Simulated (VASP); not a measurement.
Here is a VASP 6.6.1 calculation.

File POSCAR:

```
GaP
1.0
    0.0000000000      2.7437666100      2.7437666100
    2.7437666100      0.0000000000      2.7437666100
    2.7437666100      2.7437666100      0.0000000000
Ga P
1 1
Direct
    0.0000000000      0.0000000000      0.0000000000
    0.2500000000      0.2500000000      0.2500000000
```

INCAR.step1

```
  ALGO = Normal
  EDIFF = 1E-4
  ENCUT = 520
  GGA = PE
  ISMEAR = -1
  LASPH = T
  LCHARG = F
  LREAL = F
  LWAVE = T
  NBANDS = 16
  NELM = 100
  PREC = Accurate
  SIGMA = 0.02
```

File INCAR.step2:

```
  ALGO = Normal
  EDIFF = 1E-6
  ENCUT = 520
  ISIF = 2
  ISMEAR = -1
  ISTART = 1
  LASPH = T
  LCHARG = T
  LELF = T
  LMIXTAU = T
  LREAL = F
  LVHAR = T
  LWAVE = F
  METAGGA = R2SCAN
  NBANDS = 16
  NELM = 100
  PREC = Accurate
  SIGMA = 0.02
```

Contents of KPOINTS:

```
k-points
0
Gamma
  10 10 10
```

Potentials or basis: VASP PAW PBE potentials, release 64 (Ga_d, P).

Run with:

```bash
$ cat potpaw_PBE.64/Ga_d/POTCAR potpaw_PBE.64/P/POTCAR > POTCAR
$ cp INCAR.step1 INCAR
$ mpirun -np 1 vasp_std > vasp.out
$ cp INCAR.step2 INCAR
$ mpirun -np 1 vasp_std > vasp.out
```

Question: What does it give for the band gap on the k mesh?

Answer: 1.90 eV, indirect (least direct gap 2.17 eV).

Question: What does it give for the pressure?

Answer: -1.8 GPa.

Caveat: the PAW data sets were made with another functional, which shifts forces and pressure a little.

**Experimental background.**

“Stacking defects in GaP nanowires: Electronic structure and optical properties”, 2018, arxiv:1810.01194 quotes, for a bulk crystal of GaP at 10 K: band gap 2.34 eV (indirect).

Measured gap of GaP: 2.34 eV (indirect; 10 K; quoted in “Stacking defects in GaP nanowires: Electronic structure and optical properties”, 2018, arxiv:1810.01194). This calculation gives 1.90 eV (-0.44 eV). Spin-orbit coupling on Ga is left out. The value is that of r2SCAN on a finite k mesh, which can miss the band edges, without temperature or zero-point motion.
